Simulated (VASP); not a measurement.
# CaY (C2/m) in VASP: notebook

Runs on CaY. Level: LDA. Tasks: single point.

All numbers are computed with VASP 6.6.1; they aren't measurements. Logs are shortened: lines on timing, memory, paths and dates and some standing lists are left out, and cuts for length are marked.

## Step 1: The cell of the first run

Symmetry: C2/m, No. 12, monoclinic system. Conventional cell: a = 3.953 Å, b = 5.866 Å, c = 6.176 Å, α = 90.00°, β = 90.28°, γ = 90.00°. Ca (site symmetry 2/m) has 6 Ca at 3.54 to 3.95 Å and 8 Y at 3.66 to 4.26 Å within 4.6 Å. Within 4.6 Å of Y (site symmetry 2/m) lie 6 Y at 3.54 to 3.95 Å and 8 Ca at 3.66 to 4.26 Å.

## Step 2: Single point, LDA

INCAR reads:

```
SYSTEM = CaY
PREC = Accurate
ENCUT = 520
EDIFF = 1E-6
ISMEAR = -1
SIGMA = 0.1
LREAL = .FALSE.
LASPH = .TRUE.
NELM = 80
ALGO = Normal
ISIF = 2
LWAVE = .FALSE.
LCHARG = .FALSE.
NBANDS = 18
```

KPOINTS reads:

```
Automatic mesh
0
G
  2 2 2
  0 0 0
```

POSCAR reads:

```
CaY
1.0
    3.5370980000      0.0000000000      0.0000000000
   -1.3278433296      3.2783981384      0.0000000000
   -0.0168828550     -0.0250531191      6.1761331120
Ca Y
1 1
Direct
    0.0000000000      0.0000000000      0.0000000000
    0.5000000000      0.5000000000      0.5000000000
```

Potentials or basis: VASP PAW LDA potentials, release 64 (Ca_sv, Y_sv).

The run is started by

```
$ cat potpaw_LDA.64/Ca_sv/POTCAR potpaw_LDA.64/Y_sv/POTCAR > POTCAR
$ mpirun -np 1 vasp_std > vasp.out
```

OUTCAR:

```text
SYSTEM = CaY
   PREC = Accurate
   ENCUT = 520
   EDIFF = 1E-6
   ISMEAR = -1
   LREAL = .FALSE.
   LASPH = .TRUE.
   NELM = 80
   ISIF = 2

 ion  position               nearest neighbor table
   1  0.000  0.000  0.000-   2 3.66   2 3.66   2 3.67   2 3.67
   2  0.500  0.500  0.500-   1 3.66   1 3.66   1 3.67   1 3.67

  LATTYP: Found a base centered monoclinic cell.
 ALAT       =     3.9533151345
 B/A-ratio  =     1.4839385347
 C/A-ratio  =     1.5622855224
 COS(beta)  =    -0.0048914734

  Lattice vectors:

 A1 = (   3.5370980000,   0.0000000000,   0.0000000000)
 A2 = (  -1.3278433296,   3.2783981384,   0.0000000000)
 A3 = (  -0.0168828550,  -0.0250531191,   6.1761331120)

Analysis of symmetry for initial positions (statically):
=====================================================================
 Subroutine PRICEL returns:
 Original cell was already a primitive cell.

 Routine SETGRP: Setting up the symmetry group for a
 base centered monoclinic supercell.

 Subroutine GETGRP returns: Found  4 space group operations
 (whereof  4 operations were pure point group operations)
 out of a pool of  4 trial point group operations.

The static configuration has the point symmetry C_2h.

Analysis of symmetry for dynamics (positions and initial velocities):
=====================================================================
 Subroutine PRICEL returns:
 Original cell was already a primitive cell.

 Routine SETGRP: Setting up the symmetry group for a
 base centered monoclinic supercell.

 Subroutine GETGRP returns: Found  4 space group operations
 (whereof  4 operations were pure point group operations)
 out of a pool of  4 trial point group operations.

The dynamic configuration has the point symmetry C_2h.

 Subroutine INISYM returns: Found  4 space group operations
 (whereof  4 operations are pure point group operations),
 and found     1 'primitive' translations

----------------------------------------------------------------------------------------

                                     Primitive cell

  volume of cell :      71.6185

  direct lattice vectors                    reciprocal lattice vectors
     3.537098000  0.000000000  0.000000000     0.282717640  0.114508585  0.001237324
    -1.327843330  3.278398138  0.000000000     0.000000000  0.305027016  0.001237324
    -0.016882855 -0.025053119  6.176133112     0.000000000  0.000000000  0.161913609

  length of vectors
     3.537098000  3.537098000  6.176207000     0.305029525  0.305029525  0.161913609

[... 60 lines left out ...]
   NELM   =     80;   NELMIN=  2; NELMDL= -5     # of ELM steps
   EDIFF  = 0.1E-05   stopping-criterion for ELM
   LREAL  =      F    real-space projection
   EDIFFG = 0.1E-04   stopping-criterion for IOM
   NSW    =      0    number of steps for IOM
   IBRION =     -1    ionic relax: 0-MD 1-quasi-New 2-CG
   NFREE  =      0    steps in history (QN), initial steepest desc. (CG)
   ISIF   =      2    stress and relaxation
   ISYM   =      2    0-nonsym 1-usesym 2-fastsym
   POTIM  = 0.5000    time-step for ionic-motion
   TEBEG  =    0.0;   TEEND  =   0.0 temperature during run
   PSTRESS=    0.0 pullay stress
   NELECT =      21.0000    total number of electrons
   NUPDOWN=      -1.0000    fix difference up-down
   EMIN   =  10.00;   EMAX   =-10.00  energy-range for DOS
   EFERMI =   0.00;   METHOD = LEGACY
   ISMEAR =    -1;   SIGMA  =   0.10  broadening in eV -4-tet -1-fermi 0-gaus
   EFERMI_NEDOS =   21; number of points for ismear=-14 and -15
   IALGO  =     38    algorithm
   IMIX   =      4    mixing-type and parameters
     AMIX     =   0.40;   BMIX     =  1.00
     AMIX_MAG =   1.60;   BMIX_MAG =  1.00
  volume/ion in A,a.u.               =      35.81       241.65
  Fermi-wavevector in a.u.,A,eV,Ry     =   1.087609  2.055283 16.094240  1.182893
  Thomas-Fermi vector in A             =   2.223772
   LORBIT       =      0    0 simple, 1 ext, 2 COOP (PROOUT), +10 PAW based schemes
   GGA     = CA    functional components
   LHFCALC =     F    Hartree Fock is set to
   AEXX    =    0.0000 exact exchange contribution
   IVDW    =     0    specifies the selected vdW correction
   LEPSILON=     F    determine dielectric tensor
   LRPA    =     F    only Hartree local field effects (RPA)
 non-spin polarized calculation
  energy-cutoff  :      520.00
  volume of cell :       71.62
 maximum number of plane-waves:      1963
 NGX is ok and might be reduce to    28
   NGX = 13   NGY = 13   NGZ = 23

 number of electron      21.0000001 magnetization

 Free energy of the ion-electron system (eV)
  ---------------------------------------------------
  ext. energy  EPLUGINS =         0.00000000
  ---------------------------------------------------
  free energy    TOTEN  =        -9.33484482 eV

  energy without entropy =       -9.25884208  energy(sigma->0) =       -9.29684345

 E-fermi :   2.4441     XC(G=0):  -8.8890

 val. band max:        2.3695877909   @ k =   0.5000   0.5000   0.5000
 cond. band min:       2.5557007039   @ k =   0.0000   0.0000   0.0000
 fundamental gap:      0.1861129130
 Fermi energy:         2.4441494395

 k-point     1 :       0.0000    0.0000    0.0000
  band No.  band energies     occupation
      1     -40.2456      2.00000
      2     -38.4706      2.00000
      3     -20.4360      2.00000
      4     -20.1441      2.00000
      5     -20.0893      2.00000
      6     -19.7792      2.00000
[... 103 lines left out ...]
      5     -20.2995      2.00000
      6     -19.9074      2.00000
[... 10 lines left out ...]
     17       6.5385      0.00000
     18       6.9047      0.00000

------------------------ aborting loop because EDIFF is reached ----------------------------------------

  FORCE on cell =-STRESS in cart. coord.  units (eV):
  Direction    XX          YY          ZZ          XY          YZ          ZX
  --------------------------------------------------------------------------------------
  -------------------------------------------------------------------------------------
  Total       -3.3533735     -3.3904958     -2.7707537     -0.0458269      0.0368761      0.0248501
  in kB      -75.0182749    -75.8487383    -61.9844957     -1.0251924      0.8249540      0.5559217
  external PRESSURE =     -70.9505030 kB  Pullay stress =       0.0000000 kB

 VOLUME and BASIS-vectors are now :
 -----------------------------------------------------------------------------
  energy-cutoff  :      520.00
  volume of cell :       71.62
      direct lattice vectors                 reciprocal lattice vectors
     3.537098000  0.000000000  0.000000000     0.282717640  0.114508585  0.001237324
    -1.327843330  3.278398138  0.000000000     0.000000000  0.305027016  0.001237324
    -0.016882855 -0.025053119  6.176133112     0.000000000  0.000000000  0.161913609

 POSITION                                       TOTAL-FORCE (eV/Angst)
 -----------------------------------------------------------------------------------
      0.00000      0.00000      0.00000         0.000000     -0.000000      0.000000
      1.09619      1.62667      3.08807        -0.000000      0.000000      0.000000
 -----------------------------------------------------------------------------------
    total drift:                               -0.000000      0.000000      0.000000

  FREE ENERGIE OF THE ION-ELECTRON SYSTEM (eV)
  ---------------------------------------------------
  free  energy   TOTEN  =        -9.3348448163 eV

  energy  without entropy=       -9.2588420807  energy(sigma->0) =       -9.29684345
```

stdout:

```text
POSCAR found type information on POSCAR CaY
 POSCAR found :  2 types and       2 ions
 scaLAPACK will be used
 LDA part: xc-table for (Slater(with rela. corr.)+CA(PZ))
 , standard interpolation
 POSCAR, INCAR and KPOINTS ok, starting setup
 FFT: planning ... GRIDC
 FFT: planning ... GRID_SOFT
 FFT: planning ... GRID
 WAVECAR not read
 entering main loop
```

Wall time 5.8 s (1 thread of AMD EPYC 9R45 (Zen 5), shared host); peak memory 0.13 GiB.

What came out:

```yaml
Free_energy: -9.3348 eV
Pressure: -7.1 GPa
```

Caveat: the k points lie up to 0.96 Å⁻¹ apart.

## Step 3: Single point, LDA

INCAR reads:

```
SYSTEM = CaY
  PREC = Accurate
  ENCUT = 520
  EDIFF = 1E-7
  ISMEAR = -1
  SIGMA = 0.1
  LREAL = .FALSE.
  LASPH = .TRUE.
  NELM = 100
  ALGO = Normal
  ISIF = 2
  LWAVE = .FALSE.
  LCHARG = .TRUE.
  LELF = .TRUE.
  LVHAR = .TRUE.
  NBANDS = 18
```

KPOINTS reads:

```
Automatic mesh
0
G
  3 3 2
  0 0 0
```

POSCAR is that of step 2.

Potentials or basis: VASP PAW LDA potentials, release 64 (Ca_sv, Y_sv).

The run is started by

```
$ cat potpaw_LDA.64/Ca_sv/POTCAR potpaw_LDA.64/Y_sv/POTCAR > POTCAR
$ mpirun -np 1 vasp_std > vasp.out
```

It took 8.2 s on 1 thread of AMD EPYC 9R45 (Zen 5), shared host; peak memory 0.14 GiB.

Results (log left out):

```
Free energy : -8.7308 eV
Pressure    : -2.3 GPa
```

Stress tensor (GPa, compression positive):
```
-3.08  1.04  0.03
 1.04 -2.24  0.05
 0.03  0.05 -1.73
```

Levels at points of the mesh, in eV from the Fermi level:
| k point | band 8 | band 9 | band 10 | band 11 | band 12 | band 13 |
| --- | --- | --- | --- | --- | --- | --- |
| (0.00, 0.00, 0.00) | -22.22 | -4.44 | -1.64 | 0.10 | 0.81 | 1.72 |
| (0.00, 0.00, 0.50) | -22.22 | -3.49 | -3.07 | 0.45 | 0.93 | 1.48 |

Caveat: the k points lie up to 0.64 Å⁻¹ apart.
